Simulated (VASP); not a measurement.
# SiO2 (P4_12_12) in VASP: single point with PBE

Aim: the single point of SiO2 with PBE.

All numbers are computed with VASP 6.6.1; they aren't measurements. Logs are shortened: lines on timing, memory, paths and dates and some standing lists are left out, and cuts for length are marked.

## (1) The cell of the first run

The structure is tetragonal, space group P4_12_12 (No. 92). The conventional cell has a = 5.083 Å, b = 5.083 Å, c = 7.098 Å, α = 90.00°, β = 90.00°, γ = 90.00°. Within 2.2 Å of Si (site symmetry 2) lie 4 O at 1.62 to 1.63 Å. O (site symmetry 1) has 2 Si at 1.62 to 1.63 Å within 2.2 Å.

## (2) Single point, PBE

The input, INCAR:

```
SYSTEM = SiO2
PREC = Accurate ; ENCUT = 520
EDIFF = 1E-7 ; ISMEAR = 0
SIGMA = 0.05 ; LREAL = .FALSE.
LASPH = .TRUE. ; NELM = 60
ALGO = Normal ; ISIF = 2
LWAVE = .FALSE. ; LCHARG = .FALSE.
GGA = PE ; NBANDS = 44
```

The input, KPOINTS:

```
regular mesh
0
G
  4 4 4
  0 0 0
```

The input, POSCAR:

```
SiO2
1.0
    5.0828646218      0.0000000000      0.0000000000
    0.0000000000      5.0828646218      0.0000000000
    0.0000000000      0.0000000000      7.0977090664
Si O
4 8
Direct
    0.2939908888      0.2939908888      0.0000000000
    0.2060091112      0.7939908888      0.2500000000
    0.7060091112      0.7060091112      0.5000000000
    0.7939908888      0.2060091112      0.7500000000
    0.2411309881      0.0937182696      0.1743588061
    0.4062817304      0.7411309881      0.4243588061
    0.7588690119      0.9062817304      0.6743588061
    0.5937182696      0.2588690119      0.9243588061
    0.7411309881      0.4062817304      0.5756411939
    0.9062817304      0.7588690119      0.3256411939
    0.2588690119      0.5937182696      0.0756411939
    0.0937182696      0.2411309881      0.8256411939
```

Potentials or basis: VASP PAW PBE potentials, release 64 (Si, O).

Started as:

```console
$ cat potpaw_PBE.64/Si/POTCAR potpaw_PBE.64/O/POTCAR > POTCAR
$ mpirun -np 1 vasp_std > vasp.out
```

OUTCAR:

```text
SYSTEM = SiO2
   PREC = Accurate
   ENCUT = 520
   EDIFF = 1E-7
   ISMEAR = 0
   LREAL = .FALSE.
   LASPH = .TRUE.
   NELM = 60
   ISIF = 2
   GGA = PE

 ion  position               nearest neighbor table
   1  0.294  0.294  0.000-   5 1.62  12 1.62  11 1.63   8 1.63   2 3.13   4 3.13   2 3.13   4 3.13

   2  0.206  0.794  0.250-   6 1.62  11 1.62  10 1.63   5 1.63   1 3.13   3 3.13   1 3.13   3 3.13

   3  0.706  0.706  0.500-   7 1.62  10 1.62   9 1.63   6 1.63   2 3.13   4 3.13   4 3.13   2 3.13

   4  0.794  0.206  0.750-   8 1.62   9 1.62   7 1.63  12 1.63   1 3.13   3 3.13   3 3.13   1 3.13

   5  0.241  0.094  0.174-   1 1.62   2 1.63
   6  0.406  0.741  0.424-   2 1.62   3 1.63
   7  0.759  0.906  0.674-   3 1.62   4 1.63
   8  0.594  0.259  0.924-   4 1.62   1 1.63
   9  0.741  0.406  0.576-   4 1.62   3 1.63
  10  0.906  0.759  0.326-   3 1.62   2 1.63
  11  0.259  0.594  0.076-   2 1.62   1 1.63
  12  0.094  0.241  0.826-   1 1.62   4 1.63

  LATTYP: Found a simple tetragonal cell.
 ALAT       =     5.0828646218
 C/A-ratio  =     1.3963993918

  Lattice vectors:

 A1 = (   5.0828646218,   0.0000000000,   0.0000000000)
 A2 = (   0.0000000000,   5.0828646218,   0.0000000000)
 A3 = (   0.0000000000,   0.0000000000,   7.0977090664)

Analysis of symmetry for initial positions (statically):
=====================================================================
 Subroutine PRICEL returns:
 Original cell was already a primitive cell.

 Routine SETGRP: Setting up the symmetry group for a
 simple tetragonal supercell.

 Subroutine GETGRP returns: Found  8 space group operations
 (whereof  2 operations were pure point group operations)
 out of a pool of 16 trial point group operations.

The static configuration has the point symmetry C_2 .
 The point group associated with its full space group is D_4 .

Analysis of symmetry for dynamics (positions and initial velocities):
=====================================================================
 Subroutine PRICEL returns:
 Original cell was already a primitive cell.

 Routine SETGRP: Setting up the symmetry group for a
 simple tetragonal supercell.

 Subroutine GETGRP returns: Found  8 space group operations
 (whereof  2 operations were pure point group operations)
 out of a pool of 16 trial point group operations.

The dynamic configuration has the point symmetry C_2 .
 The point group associated with its full space group is D_4 .

 Subroutine INISYM returns: Found  8 space group operations
 (whereof  2 operations are pure point group operations),
 and found     1 'primitive' translations

----------------------------------------------------------------------------------------

                                     Primitive cell

  volume of cell :     183.3730

  direct lattice vectors                    reciprocal lattice vectors
     5.082864622  0.000000000  0.000000000     0.196739452  0.000000000  0.000000000
     0.000000000  5.082864622  0.000000000     0.000000000  0.196739452  0.000000000
     0.000000000  0.000000000  7.097709066     0.000000000  0.000000000  0.140890531

  length of vectors
     5.082864622  5.082864622  7.097709066     0.196739452  0.196739452  0.140890531

  position of ions in fractional coordinates (direct lattice)
     0.293990889  0.293990889  0.000000000
     0.206009111  0.793990889  0.250000000
     0.706009111  0.706009111  0.500000000
     0.793990889  0.206009111  0.750000000
     0.241130988  0.093718270  0.174358806
     0.406281730  0.741130988  0.424358806
     0.758869012  0.906281730  0.674358806
     0.593718270  0.258869012  0.924358806
     0.741130988  0.406281730  0.575641194
     0.906281730  0.758869012  0.325641194
     0.258869012  0.593718270  0.075641194
     0.093718270  0.241130988  0.825641194

  ion indices of the primitive-cell ions
   primitive index   ion index
                 1           1
                 2           2
                 3           3
                 4           4
                 5           5
                 6           6
                 7           7
                 8           8
                 9           9
                10          10
                11          11
                12          12

----------------------------------------------------------------------------------------

 KPOINTS: regular mesh

Automatic generation of k-mesh.
 Grid dimensions read from file:
 generate k-points for:    4    4    4

 Generating k-lattice:

  Cartesian coordinates                     Fractional coordinates (reciprocal lattice)
     0.049184863  0.000000000  0.000000000     0.250000000  0.000000000  0.000000000
     0.000000000  0.049184863  0.000000000     0.000000000  0.250000000  0.000000000
     0.000000000  0.000000000  0.035222633     0.000000000  0.000000000  0.250000000

  Length of vectors
     0.049184863  0.049184863  0.035222633

  Shift w.r.t. Gamma in fractional coordinates (k-lattice)
     0.000000000  0.000000000  0.000000000

 Subroutine IBZKPT returns following result:
 ===========================================

 Found     18 irreducible k-points:

 Following reciprocal coordinates:
            Coordinates               Weight
  0.000000  0.000000  0.000000      1.000000
  0.250000  0.000000  0.000000      4.000000
  0.500000  0.000000  0.000000      2.000000
  0.250000  0.250000  0.000000      4.000000
  0.500000  0.250000  0.000000      4.000000
  0.500000  0.500000  0.000000      1.000000
[... 10 lines left out ...]
  0.500000  0.250000  0.500000      4.000000
  0.500000  0.500000  0.500000      1.000000
   k-points           NKPTS =     18   k-points in BZ     NKDIM =     18   number of bands    NBANDS=     44
   number of dos      NEDOS =    301   number of ions     NIONS =     12
   total plane-waves  NPLWV =  86400
   dimension x,y,z NGX =    40 NGY =   40 NGZ =   54
   dimension x,y,z NGXF=    80 NGYF=   80 NGZF=  108
   ions per type =               4   8
   NGX,Y,Z   is equivalent  to a cutoff of  13.08, 13.08, 12.65 a.u.
   NGXF,Y,Z  is equivalent  to a cutoff of  26.17, 26.17, 25.30 a.u.
 SYSTEM =  SiO2
   PREC   = accura    normal or accurate (medium, high low for compatibility)
   ISTART =      0    job   : 0-new  1-cont  2-samecut
   ICHARG =      2    charge: 1-file 2-atom 10-const
   ISPIN  =      1    spin polarized calculation?
   LNONCOLLINEAR =      F non collinear calculations
   LSORBIT =      F    spin-orbit coupling
   LASPH  =      T    aspherical Exc in radial PAW
   ENCUT  =  520.0 eV  38.22 Ry    6.18 a.u.   9.45  9.45 13.20*2*pi/ulx,y,z
   NELM   =     60;   NELMIN=  2; NELMDL= -5     # of ELM steps
   EDIFF  = 0.1E-06   stopping-criterion for ELM
   LREAL  =      F    real-space projection
   EDIFFG = 0.1E-05   stopping-criterion for IOM
   NSW    =      0    number of steps for IOM
   IBRION =     -1    ionic relax: 0-MD 1-quasi-New 2-CG
   NFREE  =      0    steps in history (QN), initial steepest desc. (CG)
   ISIF   =      2    stress and relaxation
   ISYM   =      2    0-nonsym 1-usesym 2-fastsym
   POTIM  = 0.5000    time-step for ionic-motion
   TEBEG  =    0.0;   TEEND  =   0.0 temperature during run
   PSTRESS=    0.0 pullay stress
   NELECT =      64.0000    total number of electrons
   NUPDOWN=      -1.0000    fix difference up-down
   EMIN   =  10.00;   EMAX   =-10.00  energy-range for DOS
   EFERMI =   0.00;   METHOD = LEGACY
   ISMEAR =     0;   SIGMA  =   0.05  broadening in eV -4-tet -1-fermi 0-gaus
   EFERMI_NEDOS =   21; number of points for ismear=-14 and -15
   IALGO  =     38    algorithm
   IMIX   =      4    mixing-type and parameters
     AMIX     =   0.40;   BMIX     =  1.00
     AMIX_MAG =   1.60;   BMIX_MAG =  1.00
  volume/ion in A,a.u.               =      15.28       103.12
  Fermi-wavevector in a.u.,A,eV,Ry     =   1.152629  2.178154 18.076085  1.328555
  Thomas-Fermi vector in A             =   2.289279
   LORBIT       =      0    0 simple, 1 ext, 2 COOP (PROOUT), +10 PAW based schemes
   GGA     = PE    functional components
   LHFCALC =     F    Hartree Fock is set to
   AEXX    =    0.0000 exact exchange contribution
   IVDW    =     0    specifies the selected vdW correction
   LEPSILON=     F    determine dielectric tensor
   LRPA    =     F    only Hartree local field effects (RPA)
 non-spin polarized calculation
 Gauss-broadening in eV      SIGMA  =   0.05
  energy-cutoff  :      520.00
  volume of cell :      183.37
 maximum number of plane-waves:      4974
 NGX is ok and might be reduce to    40
   NGX = 19   NGY = 19   NGZ = 27

 number of electron      63.9999980 magnetization

 Free energy of the ion-electron system (eV)
  ---------------------------------------------------
  ext. energy  EPLUGINS =         0.00000000
  ---------------------------------------------------
  free energy    TOTEN  =       -94.95201134 eV

  energy without entropy =      -94.95201134  energy(sigma->0) =      -94.95201134

 E-fermi :  -0.0337     XC(G=0):  -8.1030

 val. band max:       -0.2922109397   @ k =   0.0000   0.0000   0.0000
 cond. band min:       5.2212396816   @ k =   0.0000   0.0000   0.0000
 fundamental gap:      5.5134506212
 Fermi energy:        -0.0336896052

 k-point     1 :       0.0000    0.0000    0.0000
  band No.  band energies     occupation
      1     -19.6121      2.00000
      2     -18.7511      2.00000
      3     -18.7511      2.00000
      4     -17.6276      2.00000
      5     -17.5996      2.00000
      6     -17.5984      2.00000
[... 36 lines left out ...]
     43      10.6953      0.00000
     44      10.8523      0.00000

 k-point     2 :       0.2500    0.0000    0.0000
  band No.  band energies     occupation
      1     -19.4926      2.00000
      2     -18.8796      2.00000
      3     -18.6061      2.00000
      4     -17.7885      2.00000
      5     -17.6339      2.00000
      6     -17.6209      2.00000
[... 36 lines left out ...]
     43      10.6580      0.00000
     44      10.7634      0.00000

 k-point     3 :       0.5000    0.0000    0.0000
  band No.  band energies     occupation
      1     -19.1917      2.00000
      2     -19.1917      2.00000
      3     -18.2254      2.00000
      4     -18.2254      2.00000
      5     -17.6401      2.00000
      6     -17.6401      2.00000
[... 36 lines left out ...]
     43      10.7671      0.00000
     44      10.7688      0.00000

 k-point     4 :       0.2500    0.2500    0.0000
  band No.  band energies     occupation
      1     -19.3701      2.00000
      2     -18.7411      2.00000
      3     -18.7360      2.00000
      4     -17.9605      2.00000
      5     -17.6386      2.00000
      6     -17.6217      2.00000
[... 600 lines left out ...]
     43      10.6518      0.00000
     44      10.6518      0.00000

 k-point    17 :       0.5000    0.2500    0.5000
  band No.  band energies     occupation
      1     -19.0572      2.00000
      2     -19.0572      2.00000
      3     -18.3791      2.00000
      4     -18.3791      2.00000
      5     -17.6341      2.00000
      6     -17.6341      2.00000
[... 36 lines left out ...]
     43      10.7862      0.00000
     44      10.7862      0.00000

 k-point    18 :       0.5000    0.5000    0.5000
  band No.  band energies     occupation
      1     -18.7261      2.00000
      2     -18.7261      2.00000
      3     -18.7261      2.00000
      4     -18.7261      2.00000
      5     -17.6413      2.00000
      6     -17.6413      2.00000
[... 36 lines left out ...]
     43       9.9038      0.00000
     44       9.9038      0.00000

------------------------ aborting loop because EDIFF is reached ----------------------------------------

  FORCE on cell =-STRESS in cart. coord.  units (eV):
  Direction    XX          YY          ZZ          XY          YZ          ZX
  --------------------------------------------------------------------------------------
  -------------------------------------------------------------------------------------
  Total        0.1159787      0.1159787      0.0828803      0.0000000      0.0000000      0.0000000
  in kB        1.0133359      1.0133359      0.7241472      0.0000000      0.0000000      0.0000000
  external PRESSURE =       0.9169397 kB  Pullay stress =       0.0000000 kB

 VOLUME and BASIS-vectors are now :
 -----------------------------------------------------------------------------
  energy-cutoff  :      520.00
  volume of cell :      183.37
      direct lattice vectors                 reciprocal lattice vectors
     5.082864622  0.000000000  0.000000000     0.196739452  0.000000000  0.000000000
     0.000000000  5.082864622  0.000000000     0.000000000  0.196739452  0.000000000
     0.000000000  0.000000000  7.097709066     0.000000000  0.000000000  0.140890531

 POSITION                                       TOTAL-FORCE (eV/Angst)
 -----------------------------------------------------------------------------------
      1.49432      1.49432      0.00000         0.015352      0.015352      0.000000
      1.04712      4.03575      1.77443        -0.015352      0.015352     -0.000000
      3.58855      3.58855      3.54885        -0.015352     -0.015352      0.000000
      4.03575      1.04712      5.32328         0.015352     -0.015352      0.000000
      1.22564      0.47636      1.23755         0.000427     -0.002399     -0.006344
      2.06508      3.76707      3.01198         0.002399      0.000427     -0.006344
      3.85723      4.60651      4.78640        -0.000427      0.002399     -0.006344
      3.01779      1.31580      6.56083        -0.002399     -0.000427     -0.006344
      3.76707      2.06508      4.08573         0.000427      0.002399      0.006344
      4.60651      3.85723      2.31131         0.002399     -0.000427      0.006344
      1.31580      3.01779      0.53688        -0.000427     -0.002399      0.006344
      0.47636      1.22564      5.86016        -0.002399      0.000427      0.006344
 -----------------------------------------------------------------------------------
    total drift:                                0.000000     -0.000000      0.000000

  FREE ENERGIE OF THE ION-ELECTRON SYSTEM (eV)
  ---------------------------------------------------
  free  energy   TOTEN  =       -94.9520113418 eV

  energy  without entropy=      -94.9520113418  energy(sigma->0) =      -94.95201134
```

Wall time 2 min (1 thread of Intel Xeon Platinum 8488C (Sapphire Rapids), shared host); peak memory 0.32 GiB.

Results:

```
Free energy            : -94.9520 eV
Pressure               : 0.1 GPa
Largest force          : 0.022 eV/Å
Band gap on the k mesh : 5.51 eV, direct
```

Forces on the atoms (eV/Å):
```
Si   0.015  0.015  0.000
Si  -0.015  0.015  0.000
Si  -0.015 -0.015  0.000
Si   0.015 -0.015  0.000
O    0.000 -0.002 -0.006
O    0.002  0.000 -0.006
O    0.000  0.002 -0.006
O   -0.002  0.000 -0.006
O    0.000  0.002  0.006
O    0.002  0.000  0.006
O    0.000 -0.002  0.006
O   -0.002  0.000  0.006
```

A k mesh can miss the band edges. Expect the measured gap to be larger: semilocal functionals such as PBE lack the derivative discontinuity.
